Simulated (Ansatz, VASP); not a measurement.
# SiC in VASP and in Ansatz

Contents of INCAR:

```
PREC = Accurate
ENCUT = 520
EDIFF = 1E-6
ISMEAR = 0
SIGMA = 0.01
LREAL = False
LASPH = True
NELM = 80
ALGO = Normal
ISIF = 2
LWAVE = False
LCHARG = True
GGA = PE
LELF = True
LVHAR = True
NBANDS = 36
```

KPOINTS

```
Automatic mesh
0
Gamma
  9 9 2
```

File POSCAR:

```
SiC
1.0
    3.0950015811      0.0000000000      0.0000000000
   -1.5475007906      2.6803499940      0.0000000000
    0.0000000000      0.0000000000     15.1865709586
Si C
6 6
Direct
    0.3333333333      0.6666666667      0.8329927008
    0.6666666667      0.3333333333      0.3329927008
    0.6666666667      0.3333333333      0.6665012400
    0.3333333333      0.6666666667      0.1665012400
    0.0000000000      0.0000000000      0.4997230253
    0.0000000000      0.0000000000      0.9997230253
    0.0000000000      0.0000000000      0.8743713554
    0.0000000000      0.0000000000      0.3743713554
    0.3333333333      0.6666666667      0.7079991940
    0.6666666667      0.3333333333      0.2079991940
    0.6666666667      0.3333333333      0.5415134846
    0.3333333333      0.6666666667      0.0415134846
```

Input for Ansatz:

```yaml
crystal:
  lattice:
    - [3.0950015811, 0.0, 0.0]
    - [-1.5475007906, 2.680349994, 0.0]
    - [0.0, 0.0, 15.1865709586]
  atoms:
    - { symbol: Si, position: [0.3333333333, 0.6666666667, 0.8329927008] }
    - { symbol: Si, position: [0.6666666667, 0.3333333333, 0.3329927008] }
    - { symbol: Si, position: [0.6666666667, 0.3333333333, 0.66650124] }
    - { symbol: Si, position: [0.3333333333, 0.6666666667, 0.16650124] }
    - { symbol: Si, position: [0.0, 0.0, 0.4997230253] }
    - { symbol: Si, position: [0.0, 0.0, 0.9997230253] }
    - { symbol: C, position: [0.0, 0.0, 0.8743713554] }
    - { symbol: C, position: [0.0, 0.0, 0.3743713554] }
    - { symbol: C, position: [0.3333333333, 0.6666666667, 0.707999194] }
    - { symbol: C, position: [0.6666666667, 0.3333333333, 0.207999194] }
    - { symbol: C, position: [0.6666666667, 0.3333333333, 0.5415134846] }
    - { symbol: C, position: [0.3333333333, 0.6666666667, 0.0415134846] }
kpoints:
  mp_grid: { grid: [9, 9, 2] }
hamiltonian:
  xc: pbe
scf:
  occupations: { method: fixed }
  n_extra_bands: 7
output:
  forces: true
  stress: true
  eigenvalues: true
```

Alike in both runs: task single point; functional PBE; k mesh 9 × 9 × 2; no spin polarisation.

|  | VASP | Ansatz |
| --- | --- | --- |
| version | VASP 6.6.1 | Ansatz 0.2.0 |
| potentials or method | VASP PAW PBE potentials, release 64 (Si, C) | plane waves, PAW |
| plane-wave cutoff (eV) | 520 | 420 |
| occupations | gaussian, width 0.01 eV | fixed |
| valence electrons in the cell | 48 | 48 |

|  | VASP | Ansatz | Ansatz less VASP |
| --- | --- | --- | --- |
| gap on the k mesh at the Fermi level (eV) | 2.11 | 2.11 | +0.002 |
| pressure (GPa) | 0.0 | 0.0 | +0.05 |
